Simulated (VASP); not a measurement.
Here is a VASP 6.6.1 calculation.

The input INCAR:

```
SYSTEM = Ge
PREC = Accurate
ENCUT = 520
EDIFF = 1E-7
ISMEAR = 0
SIGMA = 0.15
LREAL = .False.
LASPH = .True.
NELM = 80
ALGO = Normal
ISIF = 2
LWAVE = .False.
LCHARG = .False.
GGA = PS
NBANDS = 21
```

Contents of KPOINTS:

```
Automatic mesh
0
Gamma
  18 18 10
  0 0 0
```

File POSCAR:

```
Ge
1.0
    1.4880529250     -2.5427958178      0.0000000000
    1.4880529250      2.5427958178      0.0000000000
    0.0000000000      0.0000000000      4.7275957900
Ge
2
Direct
    0.6665533700      0.3334466300      0.2500000000
    0.3334466300      0.6665533700      0.7500000000
```

Potentials or basis: VASP PAW PBE potentials, release 64 (Ge_d).

The run is started by

```sh
$ cat potpaw_PBE.64/Ge_d/POTCAR > POTCAR
$ mpirun -np 1 vasp_std > vasp.out
```

Estimate the largest force.

0.009 eV/Å.

Estimate the pressure.

2.0 GPa.

What does it give for the band gap on the k mesh?

Zero (bands 14 and 15 overlap by 10.10 eV).

Forces on the atoms (eV/Å):
```
Ge   0.000 -0.009  0.000
Ge   0.000  0.009  0.000
```

Caveat: the cell differs from its parent crystal (strain -0.0200 x Voigt [0, 1, 0, 0, 0, 0]); the PAW data sets were made with another functional, which shifts forces and pressure a little.
